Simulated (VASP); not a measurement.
# C (P6_3/mmc) in VASP: further runs, part 2 of 2

VASP 6.6.1. Earlier steps stand in the parts before.

### 3 Single point, r2SCAN

Input file POSCAR:

```
C
1.0
    2.4559134450      0.0000000000      0.0000000000
   -1.2279567225      2.1268834329      0.0000000000
    0.0000000000      0.0000000000      7.0106290262
C
4
Direct
    1.0000000000      1.0000000000      0.2500000000
    0.0000000000      0.0000000000      0.7500000000
    0.3333333333      0.6666666667      0.2500000000
    0.6666666667      0.3333333333      0.7500000000
```

Input file INCAR.step1:

```
ALGO = Normal ; EDIFF = 1E-4
ENCUT = 520 ; GGA = PE
ISMEAR = 1 ; LASPH = T
LCHARG = F ; LREAL = F
LWAVE = T ; NBANDS = 16
NELM = 80 ; PREC = Accurate
SIGMA = 0.1
```

Input file INCAR.step2:

```
ALGO = Normal ; EDIFF = 1E-6
ENCUT = 520 ; ISIF = 2
ISMEAR = 1 ; ISTART = 1
LASPH = T ; LCHARG = T
LELF = T ; LMIXTAU = T
LREAL = F ; LVHAR = T
LWAVE = F ; METAGGA = R2SCAN
NBANDS = 16 ; NELM = 80
PREC = Accurate ; SIGMA = 0.1
```

Input file KPOINTS:

```
k-points
0
Gamma
  15 15 5
```

Potentials or basis: VASP PAW PBE potentials, release 64 (C).

Command:

```bash
cat potpaw_PBE.64/C/POTCAR > POTCAR
cp INCAR.step1 INCAR
mpirun -np 1 vasp_std > vasp.out
cp INCAR.step2 INCAR
mpirun -np 1 vasp_std > vasp.out
```

OUTCAR:

```text
EDIFF = 1E-6
   ENCUT = 520
   ISIF = 2
   ISMEAR = 1
   ISTART = 1
   LASPH = T
   LREAL = F
   METAGGA = R2SCAN
   NELM = 80
   PREC = Accurate

 ion  position               nearest neighbor table
   1  0.000  0.000  0.250-   3 1.42   3 1.42   3 1.42
   2  0.000  0.000  0.750-   4 1.42   4 1.42   4 1.42
   3  0.333  0.667  0.250-   1 1.42   1 1.42   1 1.42
   4  0.667  0.333  0.750-   2 1.42   2 1.42   2 1.42

  LATTYP: Found a hexagonal cell.
 ALAT       =     2.4559134450
 C/A-ratio  =     2.8545912481

  Lattice vectors:

 A1 = (   2.4559134450,   0.0000000000,   0.0000000000)
 A2 = (  -1.2279567225,   2.1268834329,   0.0000000000)
 A3 = (   0.0000000000,   0.0000000000,   7.0106290262)

Analysis of symmetry for initial positions (statically):
=====================================================================
 Subroutine PRICEL returns:
 Original cell was already a primitive cell.

 Routine SETGRP: Setting up the symmetry group for a
 hexagonal supercell.

 Subroutine GETGRP returns: Found 24 space group operations
 (whereof 12 operations were pure point group operations)
 out of a pool of 24 trial point group operations.

The static configuration has the point symmetry D_3d.
 The point group associated with its full space group is D_6h.

Analysis of symmetry for dynamics (positions and initial velocities):
=====================================================================
 Subroutine PRICEL returns:
 Original cell was already a primitive cell.

 Routine SETGRP: Setting up the symmetry group for a
 hexagonal supercell.

 Subroutine GETGRP returns: Found 24 space group operations
 (whereof 12 operations were pure point group operations)
 out of a pool of 24 trial point group operations.

[... 122 lines left out ...]
   IALGO  =     38    algorithm
   IMIX   =      4    mixing-type and parameters
     AMIX     =   0.40;   BMIX     =  1.00
     AMIX_MAG =   1.60;   BMIX_MAG =  1.00
  volume/ion in A,a.u.               =       9.15        61.78
  Fermi-wavevector in a.u.,A,eV,Ry     =   1.242254  2.347519 20.996428  1.543194
  Thomas-Fermi vector in A             =   2.376616
   LORBIT       =      0    0 simple, 1 ext, 2 COOP (PROOUT), +10 PAW based schemes
   METAGGA = R2SCAN    functional components
   LHFCALC =     F    Hartree Fock is set to
   AEXX    =    0.0000 exact exchange contribution
   IVDW    =     0    specifies the selected vdW correction
   LEPSILON=     F    determine dielectric tensor
   LRPA    =     F    only Hartree local field effects (RPA)
 non-spin polarized calculation
 Methfessel and Paxton  Order N= 1 SIGMA  =   0.10
  energy-cutoff  :      520.00
  volume of cell :       36.62
 maximum number of plane-waves:      1008
   NGX =  9   NGY =  9   NGZ = 27

 number of electron      15.9999995 magnetization

 Free energy of the ion-electron system (eV)
  ---------------------------------------------------
  ext. energy  EPLUGINS =         0.00000000
  ---------------------------------------------------
  free energy    TOTEN  =       -39.74912535 eV

  energy without entropy =      -39.74868729  energy(sigma->0) =      -39.74897933

 E-fermi :   4.3055     XC(G=0): -10.8307

 val. band max:        4.3025277234   @ k =   0.3333   0.3333   0.2000
 cond. band min:       4.3141248587   @ k =   0.3333   0.3333   0.4000
 fundamental gap:      0.0115971352
 Fermi energy:         4.3055470085

 k-point     1 :       0.0000    0.0000    0.0000
  band No.  band energies     occupation
      1     -16.6320      2.00000
      2     -16.4228      2.00000
      3      -4.5636      2.00000
      4      -2.9580      2.00000
      5       1.0983      2.00000
      6       1.0983      2.00000
[... 433 lines left out ...]
      3      -9.2222      2.00000
      4      -9.1763      2.00000
      5      -5.1193      2.00000
      6      -5.0498      2.00000
[... 8 lines left out ...]
     15      16.7330      0.00000
     16      16.8696      0.00000

 [... further k-points ...]

------------------------ aborting loop because EDIFF is reached ----------------------------------------

  FORCE on cell =-STRESS in cart. coord.  units (eV):
  Direction    XX          YY          ZZ          XY          YZ          ZX
  --------------------------------------------------------------------------------------
  -------------------------------------------------------------------------------------
  Total        0.2320473      0.2320473     -0.0035144     -0.0000000      0.0000000      0.0000000
  in kB       10.1525085     10.1525085     -0.1537623     -0.0000000      0.0000000      0.0000000
  external PRESSURE =       6.7170849 kB  Pullay stress =       0.0000000 kB

 VOLUME and BASIS-vectors are now :
 -----------------------------------------------------------------------------
  energy-cutoff  :      520.00
  volume of cell :       36.62
      direct lattice vectors                 reciprocal lattice vectors
     2.455913445  0.000000000  0.000000000     0.407180474  0.235085756  0.000000000
    -1.227956723  2.126883433  0.000000000     0.000000000  0.470171512  0.000000000
     0.000000000  0.000000000  7.010629026     0.000000000  0.000000000  0.142640553

 POSITION                                       TOTAL-FORCE (eV/Angst)
 -----------------------------------------------------------------------------------
      0.00000      0.00000      1.75266         0.000000     -0.000000      0.000000
      0.00000      0.00000      5.25797        -0.000000      0.000000      0.000000
     -0.00000      1.41792      1.75266         0.000000     -0.000000      0.000000
      1.22796      0.70896      5.25797        -0.000000      0.000000     -0.000000
 -----------------------------------------------------------------------------------
    total drift:                                0.000000     -0.000000      0.000000

  FREE ENERGIE OF THE ION-ELECTRON SYSTEM (eV)
  ---------------------------------------------------
  free  energy   TOTEN  =       -39.7491253471 eV

  energy  without entropy=      -39.7486872851  energy(sigma->0) =      -39.74897933
```

OUTCAR.step1:

```text
EDIFF = 1E-4
   ENCUT = 520
   GGA = PE
   ISMEAR = 1
[... 687 lines left out ...]
      0.00000      0.00000      1.75266        -0.000000      0.000000     -0.000000
      0.00000      0.00000      5.25797         0.000000     -0.000000     -0.000000
     -0.00000      1.41792      1.75266        -0.000000      0.000000      0.000000
      1.22796      0.70896      5.25797         0.000000      0.000000      0.000000
 -----------------------------------------------------------------------------------
    total drift:                                0.000000     -0.000000      0.000000

  FREE ENERGIE OF THE ION-ELECTRON SYSTEM (eV)
  ---------------------------------------------------
  free  energy   TOTEN  =       -36.8631136807 eV

  energy  without entropy=      -36.8626850828  energy(sigma->0) =      -36.86297081
```

It took 68 s on 1 thread of Intel Xeon 6975P-C (Granite Rapids), shared host; peak memory 0.16 GiB.

What came out:

```yaml
Free_energy: -39.7491 eV
Pressure: 0.7 GPa
Band_gap_on_the_k_mesh: zero (bands 8 and 9 overlap by 0.02 eV)
```

Caveat: the PAW data sets were made with another functional, which shifts forces and pressure a little.
